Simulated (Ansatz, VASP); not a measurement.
# Two plane-wave programs on BN

```
CELL_PARAMETERS angstrom
0.00000 5.43900 5.43900
5.43900 0.00000 5.43900
5.43900 5.43900 0.00000
ATOMIC_POSITIONS crystal
B 0.00000 0.00000 0.00000
B 0.00000 0.00000 0.33333
B 0.00000 0.00000 0.66667
B 0.00000 0.33333 0.00000
B 0.00000 0.33333 0.33333
B 0.00000 0.33333 0.66667
B 0.00000 0.66667 0.00000
B 0.00000 0.66667 0.33333
B 0.00000 0.66667 0.66667
B 0.33333 0.00000 0.00000
B 0.33333 0.00000 0.33333
B 0.33333 0.00000 0.66667
B 0.33333 0.33333 0.00000
B 0.33333 0.33333 0.33333
B 0.33333 0.33333 0.66667
B 0.33333 0.66667 0.00000
B 0.33333 0.66667 0.33333
B 0.33333 0.66667 0.66667
B 0.66667 0.00000 0.00000
B 0.66667 0.00000 0.33333
B 0.66667 0.00000 0.66667
B 0.66667 0.33333 0.00000
B 0.66667 0.33333 0.33333
B 0.66667 0.33333 0.66667
B 0.66667 0.66667 0.00000
B 0.66667 0.66667 0.33333
B 0.66667 0.66667 0.66667
N 0.25000 0.25000 0.25000
N 0.25000 0.25000 0.58333
N 0.25000 0.25000 0.91667
N 0.25000 0.58333 0.25000
N 0.25000 0.58333 0.58333
N 0.25000 0.58333 0.91667
N 0.25000 0.91667 0.25000
N 0.25000 0.91667 0.58333
N 0.25000 0.91667 0.91667
N 0.58333 0.25000 0.25000
N 0.58333 0.25000 0.58333
N 0.58333 0.25000 0.91667
N 0.58333 0.58333 0.25000
N 0.58333 0.58333 0.58333
N 0.58333 0.58333 0.91667
N 0.58333 0.91667 0.25000
N 0.58333 0.91667 0.58333
N 0.58333 0.91667 0.91667
N 0.91667 0.25000 0.25000
N 0.91667 0.25000 0.58333
N 0.91667 0.25000 0.91667
N 0.91667 0.58333 0.25000
N 0.91667 0.58333 0.58333
N 0.91667 0.58333 0.91667
N 0.91667 0.91667 0.25000
N 0.91667 0.91667 0.58333
N 0.91667 0.91667 0.91667
```

Alike in both runs: task single point; functional PBE; k mesh 2 × 2 × 2; occupations gaussian, width 0.05 eV; no spin polarisation.

|  | VASP | Ansatz |
| --- | --- | --- |
| version | VASP 6.6.1 | Ansatz 0.2.0 |
| potentials or method | VASP PAW PBE potentials, release 64 (B, N), cutoff 520 eV | scalar-relativistic, plane waves, PAW |
| valence electrons in the cell | 216 | 216 |

Ansatz gave:

```
gap on the k mesh at the Fermi level (eV) : 4.46
```

Which values does VASP return?

gap on the k mesh at the Fermi level (eV): 4.45.

With one functional, cell and mesh, what is left measures potentials, basis and numerics. Ansatz's warnings: structure snapped to symmetry.

The k mesh is coarse, so the values compare programs but aren't converged.
